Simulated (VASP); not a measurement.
# AlN (zincblende type) (F-43m) in VASP: further runs

Runs on AlN (zincblende type). Level: PBE. Tasks: single point.

Everything below comes from runs of VASP 6.6.1. Logs are shortened: lines on timing, memory, paths and dates and some standing lists are left out, and cuts for length are marked.

**1. The cell of the first run**

Symmetry: F-43m, No. 216, cubic system. The conventional cell has a = 3.664 Å, b = 3.664 Å, c = 3.664 Å, α = 90.00°, β = 90.00°, γ = 90.00°. Al (site symmetry -43m) has 4 N at 1.59 Å within 2.1 Å. Within 2.1 Å of N (site symmetry -43m) lie 4 Al at 1.59 Å.

**2. Single point, PBE**

Input file INCAR:

```
  PREC = Accurate
  ENCUT = 520
  EDIFF = 1E-6
  ISMEAR = -1
  SIGMA = 0.1
  LREAL = False
  LASPH = True
  NELM = 100
  ALGO = Normal
  ISIF = 2
  LWAVE = False
  LCHARG = False
  GGA = PE
  NBANDS = 11
```

Input file KPOINTS:

```
Automatic mesh
0
Gamma
  18 18 18
```

Input file POSCAR:

```
AlN
1.0
    0.0000000000      1.8320304172      1.8320304172
    1.8320304172      0.0000000000      1.8320304172
    1.8320304172      1.8320304172      0.0000000000
Al N
1 1
Direct
    0.0000000000      0.0000000000      0.0000000000
    0.2500000000      0.2500000000      0.2500000000
```

Potentials or basis: VASP PAW PBE potentials, release 64 (Al, N).

The run is started by

```console
cat potpaw_PBE.64/Al/POTCAR potpaw_PBE.64/N/POTCAR > POTCAR
mpirun -np 1 vasp_std > vasp.out
```

OUTCAR:

```text
PREC = Accurate
   ENCUT = 520
   EDIFF = 1E-6
   ISMEAR = -1
   LREAL = False
   LASPH = True
   NELM = 100
   ISIF = 2
   GGA = PE

 ion  position               nearest neighbor table
   1  0.000  0.000  0.000-   2 1.59   2 1.59   2 1.59   2 1.59
   2  0.250  0.250  0.250-   1 1.59   1 1.59   1 1.59   1 1.59

  LATTYP: Found a face centered cubic cell.
 ALAT       =     3.6640608344

  Lattice vectors:

 A1 = (   0.0000000000,   1.8320304172,   1.8320304172)
 A2 = (   1.8320304172,   0.0000000000,   1.8320304172)
 A3 = (   1.8320304172,   1.8320304172,   0.0000000000)

Analysis of symmetry for initial positions (statically):
=====================================================================
 Subroutine PRICEL returns:
 Original cell was already a primitive cell.

 Routine SETGRP: Setting up the symmetry group for a
 face centered cubic supercell.

 Subroutine GETGRP returns: Found 24 space group operations
 (whereof 24 operations were pure point group operations)
 out of a pool of 48 trial point group operations.

The static configuration has the point symmetry T_d .

Analysis of symmetry for dynamics (positions and initial velocities):
=====================================================================
 Subroutine PRICEL returns:
 Original cell was already a primitive cell.

 Routine SETGRP: Setting up the symmetry group for a
 face centered cubic supercell.

 Subroutine GETGRP returns: Found 24 space group operations
 (whereof 24 operations were pure point group operations)
 out of a pool of 48 trial point group operations.

The dynamic configuration has the point symmetry T_d .

 Subroutine INISYM returns: Found 24 space group operations
 (whereof 24 operations are pure point group operations),
 and found     1 'primitive' translations

----------------------------------------------------------------------------------------

                                     Primitive cell

  volume of cell :      12.2978

  direct lattice vectors                    reciprocal lattice vectors
     0.000000000  1.832030417  1.832030417    -0.272921233  0.272921233  0.272921233
     1.832030417  0.000000000  1.832030417     0.272921233 -0.272921233  0.272921233
     1.832030417  1.832030417  0.000000000     0.272921233  0.272921233 -0.272921233

  length of vectors
     2.590882263  2.590882263  2.590882263     0.472713442  0.472713442  0.472713442

  position of ions in fractional coordinates (direct lattice)
     0.000000000  0.000000000  0.000000000
     0.250000000  0.250000000  0.250000000

  ion indices of the primitive-cell ions
   primitive index   ion index
                 1           1
                 2           2

----------------------------------------------------------------------------------------

 KPOINTS: Automatic mesh

Automatic generation of k-mesh.
 Grid dimensions read from file:
 generate k-points for:   18   18   18

 Generating k-lattice:

  Cartesian coordinates                     Fractional coordinates (reciprocal lattice)
    -0.015162291  0.015162291  0.015162291     0.055555556  0.000000000  0.000000000
     0.015162291 -0.015162291  0.015162291     0.000000000  0.055555556  0.000000000
     0.015162291  0.015162291 -0.015162291     0.000000000  0.000000000  0.055555556

  Length of vectors
     0.026261858  0.026261858  0.026261858

  Shift w.r.t. Gamma in fractional coordinates (k-lattice)
     0.000000000  0.000000000  0.000000000

 Subroutine IBZKPT returns following result:
 ===========================================

 Found    195 irreducible k-points:

 Following reciprocal coordinates:
            Coordinates               Weight
  0.000000  0.000000  0.000000      1.000000
  0.055556  0.000000  0.000000      8.000000
  0.111111  0.000000  0.000000      8.000000
  0.166667  0.000000  0.000000      8.000000
  0.222222  0.000000  0.000000      8.000000
  0.277778  0.000000  0.000000      8.000000
[... 16 lines left out ...]
 -0.277778  0.055556  0.000000     24.000000
 -0.222222  0.055556  0.000000     24.000000
 [... further k-points ...]
   k-points           NKPTS =    195   k-points in BZ     NKDIM =    195   number of bands    NBANDS=     11
   number of dos      NEDOS =    301   number of ions     NIONS =      2
   total plane-waves  NPLWV =   8000
   dimension x,y,z NGX =    20 NGY =   20 NGZ =   20
   dimension x,y,z NGXF=    40 NGYF=   40 NGZF=   40
   ions per type =               1   1
   NGX,Y,Z   is equivalent  to a cutoff of  12.83, 12.83, 12.83 a.u.
   NGXF,Y,Z  is equivalent  to a cutoff of  25.67, 25.67, 25.67 a.u.
 SYSTEM =  unknown system
   PREC   = accura    normal or accurate (medium, high low for compatibility)
   ISTART =      0    job   : 0-new  1-cont  2-samecut
   ICHARG =      2    charge: 1-file 2-atom 10-const
   ISPIN  =      1    spin polarized calculation?
   LNONCOLLINEAR =      F non collinear calculations
   LSORBIT =      F    spin-orbit coupling
   LASPH  =      T    aspherical Exc in radial PAW
   ENCUT  =  520.0 eV  38.22 Ry    6.18 a.u.   4.82  4.82  4.82*2*pi/ulx,y,z
   NELM   =    100;   NELMIN=  2; NELMDL= -5     # of ELM steps
   EDIFF  = 0.1E-05   stopping-criterion for ELM
   LREAL  =      F    real-space projection
   EDIFFG = 0.1E-04   stopping-criterion for IOM
   NSW    =      0    number of steps for IOM
   IBRION =     -1    ionic relax: 0-MD 1-quasi-New 2-CG
   NFREE  =      0    steps in history (QN), initial steepest desc. (CG)
   ISIF   =      2    stress and relaxation
   ISYM   =      2    0-nonsym 1-usesym 2-fastsym
   POTIM  = 0.5000    time-step for ionic-motion
   TEBEG  =    0.0;   TEEND  =   0.0 temperature during run
   PSTRESS=    0.0 pullay stress
   NELECT =       8.0000    total number of electrons
   NUPDOWN=      -1.0000    fix difference up-down
   EMIN   =  10.00;   EMAX   =-10.00  energy-range for DOS
   EFERMI =   0.00;   METHOD = LEGACY
   ISMEAR =    -1;   SIGMA  =   0.10  broadening in eV -4-tet -1-fermi 0-gaus
   EFERMI_NEDOS =   21; number of points for ismear=-14 and -15
   IALGO  =     38    algorithm
   IMIX   =      4    mixing-type and parameters
     AMIX     =   0.40;   BMIX     =  1.00
     AMIX_MAG =   1.60;   BMIX_MAG =  1.00
  volume/ion in A,a.u.               =       6.15        41.49
  Fermi-wavevector in a.u.,A,eV,Ry     =   1.418498  2.680573 27.376791  2.012137
  Thomas-Fermi vector in A             =   2.539617
   LORBIT       =      0    0 simple, 1 ext, 2 COOP (PROOUT), +10 PAW based schemes
   GGA     = PE    functional components
   LHFCALC =     F    Hartree Fock is set to
   AEXX    =    0.0000 exact exchange contribution
   IVDW    =     0    specifies the selected vdW correction
   LEPSILON=     F    determine dielectric tensor
   LRPA    =     F    only Hartree local field effects (RPA)
 non-spin polarized calculation
  energy-cutoff  :      520.00
  volume of cell :       12.30
 maximum number of plane-waves:       342
   NGX =  9   NGY =  9   NGZ =  9

 number of electron       8.0000001 magnetization

 Free energy of the ion-electron system (eV)
  ---------------------------------------------------
  ext. energy  EPLUGINS =         0.00000000
  ---------------------------------------------------
  free energy    TOTEN  =        -9.32066117 eV

  energy without entropy =       -9.32066117  energy(sigma->0) =       -9.32066117

 E-fermi :  14.0759     XC(G=0): -13.4634

 val. band max:       12.2309576742   @ k =  -0.1111   0.1111   0.0000
 cond. band min:      15.5522524164   @ k =   0.5000   0.5000   0.0000
 fundamental gap:      3.3212947422
 Fermi energy:        14.0758943876

 k-point     1 :       0.0000    0.0000    0.0000
  band No.  band energies     occupation
      1      -6.4159      2.00000
      2      12.1760      2.00000
      3      12.1760      2.00000
      4      12.1760      2.00000
      5      21.9837      0.00000
      6      30.9346      0.00000
      7      30.9346      0.00000
      8      30.9346      0.00000
      9      34.5798      0.00000
     10      34.5798      0.00000
     11      37.6503      0.00000

 k-point     2 :       0.0556    0.0000    0.0000
  band No.  band energies     occupation
      1      -6.3372      2.00000
      2      11.8875      2.00000
      3      12.1619      2.00000
      4      12.1619      2.00000
      5      22.1667      0.00000
      6      30.7551      0.00000
      7      30.9901      0.00000
      8      30.9901      0.00000
      9      33.9043      0.00000
     10      33.9043      0.00000
     11      37.2179      0.00000

 k-point     3 :       0.1111    0.0000    0.0000
  band No.  band energies     occupation
      1      -6.1030      2.00000
      2      11.1035      2.00000
      3      12.1217      2.00000
      4      12.1217      2.00000
      5      22.6253      0.00000
      6      30.2719      0.00000
      7      30.9624      0.00000
      8      30.9624      0.00000
      9      33.0484      0.00000
     10      33.0484      0.00000
     11      36.6139      0.00000

 k-point     4 :       0.1667    0.0000    0.0000
  band No.  band energies     occupation
      1      -5.7202      2.00000
      2       9.9927      2.00000
      3      12.0610      2.00000
      4      12.0610      2.00000
      5      23.1747      0.00000
      6      29.6065      0.00000
      7      30.3595      0.00000
      8      30.3595      0.00000
      9      33.0877      0.00000
     10      33.0877      0.00000
     11      36.3141      0.00000
[... 239 lines left out ...]
 k-point    22 :      -0.3333    0.0556    0.0000
  band No.  band energies     occupation
      1      -3.5669      2.00000
      2       5.7068      2.00000
      3      11.4813      2.00000
      4      11.9151      2.00000
      5      24.3187      0.00000
      6      26.4075      0.00000
      7      27.5585      0.00000
      8      28.9070      0.00000
      9      35.9960      0.00000
     10      37.3732      0.00000
     11      38.7176      0.00000

 k-point    23 :      -0.2778    0.0556    0.0000
  band No.  band energies     occupation
      1      -4.2796      2.00000
      2       6.9534      2.00000
      3      11.5327      2.00000
      4      12.0138      2.00000
      5      24.1086      0.00000
      6      27.1868      0.00000
      7      28.0890      0.00000
      8      29.3590      0.00000
      9      34.5850      0.00000
     10      36.3167      0.00000
     11      37.6535      0.00000

 k-point    24 :      -0.2222    0.0556    0.0000
  band No.  band energies     occupation
      1      -4.9382      2.00000
      2       8.2659      2.00000
      3      11.6162      2.00000
      4      12.1017      2.00000
      5      23.8179      0.00000
      6      28.0650      0.00000
      7      28.8238      0.00000
      8      29.8597      0.00000
      9      33.4033      0.00000
     10      35.3036      0.00000
     11      36.9782      0.00000

 [... further k-points ...]
[... 5 lines left out ...]
  --------------------------------------------------------------------------------------
  -------------------------------------------------------------------------------------
  Total       23.4696066     23.4696066     23.4696066      0.0000000     -0.0000000      0.0000000
  in kB     3057.6541215   3057.6541215   3057.6541215      0.0000000     -0.0000000      0.0000000
  external PRESSURE =    3057.6541215 kB  Pullay stress =       0.0000000 kB

 VOLUME and BASIS-vectors are now :
 -----------------------------------------------------------------------------
  energy-cutoff  :      520.00
  volume of cell :       12.30
      direct lattice vectors                 reciprocal lattice vectors
     0.000000000  1.832030417  1.832030417    -0.272921233  0.272921233  0.272921233
     1.832030417  0.000000000  1.832030417     0.272921233 -0.272921233  0.272921233
     1.832030417  1.832030417  0.000000000     0.272921233  0.272921233 -0.272921233

 POSITION                                       TOTAL-FORCE (eV/Angst)
 -----------------------------------------------------------------------------------
      0.00000      0.00000      0.00000         0.000000      0.000000      0.000000
      0.91602      0.91602      0.91602        -0.000000     -0.000000     -0.000000
 -----------------------------------------------------------------------------------
    total drift:                                0.000000      0.000000      0.000000

  FREE ENERGIE OF THE ION-ELECTRON SYSTEM (eV)
  ---------------------------------------------------
  free  energy   TOTEN  =        -9.3206611721 eV

  energy  without entropy=       -9.3206611697  energy(sigma->0) =       -9.32066117
```

Run time: 28 s. Hardware: 1 thread of Intel Xeon 8259CL, shared host; peak memory 0.14 GiB.

What came out:

| Item | Value |
| --- | --- |
| Free energy | -9.3207 eV |
| Pressure | 305.8 GPa |
| Band gap on the k mesh | 3.32 eV (least direct gap 5.56 eV) |

Caveat: the cell stands under pressure.

**3. Single point, PBE**

Input file INCAR:

```
SYSTEM = AlN
ALGO = Normal ; EDIFF = 1E-6
ENCUT = 520 ; GGA = PE
ISIF = 2 ; ISMEAR = -1
LASPH = .True. ; LCHARG = .True.
LELF = .True. ; LREAL = .False.
LVHAR = .True. ; LWAVE = .False.
NBANDS = 11 ; NELM = 80
PREC = Accurate ; SIGMA = 0.1
```

Input file KPOINTS:

```
k-points
0
Gamma
  18 18 18
  0 0 0
```

Input file POSCAR:

```
AlN
1.0
    0.0000000000      1.8332315833      1.8332315833
    1.8332315833      0.0000000000      1.8332315833
    1.8332315833      1.8332315833      0.0000000000
Al N
1 1
Direct
    0.0000000000      0.0000000000      0.0000000000
    0.2500000000      0.2500000000      0.2500000000
```

Potentials or basis: VASP PAW PBE potentials, release 64 (Al, N).

The run is started by

```console
cat potpaw_PBE.64/Al/POTCAR potpaw_PBE.64/N/POTCAR > POTCAR
mpirun -np 1 vasp_std > vasp.out
```

OUTCAR:

```text
SYSTEM = AlN
   EDIFF = 1E-6
   ENCUT = 520
   GGA = PE
   ISIF = 2
   ISMEAR = -1
   LASPH = .True.
   LREAL = .False.
   NELM = 80
   PREC = Accurate

 ion  position               nearest neighbor table
   1  0.000  0.000  0.000-   2 1.59   2 1.59   2 1.59   2 1.59
   2  0.250  0.250  0.250-   1 1.59   1 1.59   1 1.59   1 1.59

  LATTYP: Found a face centered cubic cell.
 ALAT       =     3.6664631666

  Lattice vectors:

 A1 = (   0.0000000000,   1.8332315833,   1.8332315833)
 A2 = (   1.8332315833,   0.0000000000,   1.8332315833)
 A3 = (   1.8332315833,   1.8332315833,   0.0000000000)

[... 511 lines left out ...]
      8      29.8072      0.00000
      9      33.3461      0.00000
     10      35.2471      0.00000
     11      36.9164      0.00000

 [... further k-points ...]
[... 5 lines left out ...]
  --------------------------------------------------------------------------------------
  -------------------------------------------------------------------------------------
  Total       23.3460298     23.3460298     23.3460298     -0.0000000      0.0000000      0.0000000
  in kB     3035.5796247   3035.5796247   3035.5796247     -0.0000000      0.0000000      0.0000000
  external PRESSURE =    3035.5796247 kB  Pullay stress =       0.0000000 kB

 VOLUME and BASIS-vectors are now :
 -----------------------------------------------------------------------------
  energy-cutoff  :      520.00
  volume of cell :       12.32
      direct lattice vectors                 reciprocal lattice vectors
     0.000000000  1.833231583  1.833231583    -0.272742410  0.272742410  0.272742410
     1.833231583  0.000000000  1.833231583     0.272742410 -0.272742410  0.272742410
     1.833231583  1.833231583  0.000000000     0.272742410  0.272742410 -0.272742410

 POSITION                                       TOTAL-FORCE (eV/Angst)
 -----------------------------------------------------------------------------------
      0.00000      0.00000      0.00000         0.000000      0.000000      0.000000
      0.91662      0.91662      0.91662        -0.000000     -0.000000     -0.000000
 -----------------------------------------------------------------------------------
    total drift:                                0.000000      0.000000      0.000000

  FREE ENERGIE OF THE ION-ELECTRON SYSTEM (eV)
  ---------------------------------------------------
  free  energy   TOTEN  =        -9.3667239483 eV

  energy  without entropy=       -9.3667239459  energy(sigma->0) =       -9.36672395
```

OSZICAR:

```text
N       E                     dE             d eps       ncg     rms          rms(c)
DAV:   1     0.166561676333E+02    0.16656E+02   -0.44301E+03  4354   0.645E+02
DAV:   2    -0.128365456714E+02   -0.29493E+02   -0.28731E+02  5225   0.163E+02
DAV:   3    -0.134684171210E+02   -0.63187E+00   -0.63130E+00  5241   0.213E+01
DAV:   4    -0.134708676082E+02   -0.24505E-02   -0.24504E-02  4965   0.145E+00
DAV:   5    -0.134708859241E+02   -0.18316E-04   -0.18316E-04  5232   0.114E-01    0.129E+01
DAV:   6    -0.959090771000E+01    0.38800E+01   -0.12003E+01  4875   0.207E+01    0.479E+00
DAV:   7    -0.938447530251E+01    0.20643E+00   -0.95716E-01  5069   0.636E+00    0.298E+00
DAV:   8    -0.936770307494E+01    0.16772E-01   -0.34620E-02  4833   0.168E+00    0.742E-01
DAV:   9    -0.936672603756E+01    0.97704E-03   -0.24670E-03  5076   0.354E-01    0.413E-01
DAV:  10    -0.936673826079E+01   -0.12223E-04   -0.38309E-04  4934   0.141E-01    0.134E-01
DAV:  11    -0.936672386509E+01    0.14396E-04   -0.37812E-05  4938   0.460E-02    0.697E-03
DAV:  12    -0.936672394832E+01   -0.83227E-07   -0.63176E-07  3163   0.822E-03
   1 F= -.93667239E+01 E0= -.93667239E+01  d E =-.239969E-08
```

It took 34 s on 1 thread of Intel Xeon 8259CL, shared host; peak memory 0.14 GiB.

Results:

```yaml
Free_energy: -9.3667 eV
Pressure: 303.6 GPa
Band_gap_on_the_k_mesh: 3.32 eV (least direct gap 5.56 eV)
```

Caveat: the cell stands under pressure. A k mesh can miss the band edges.
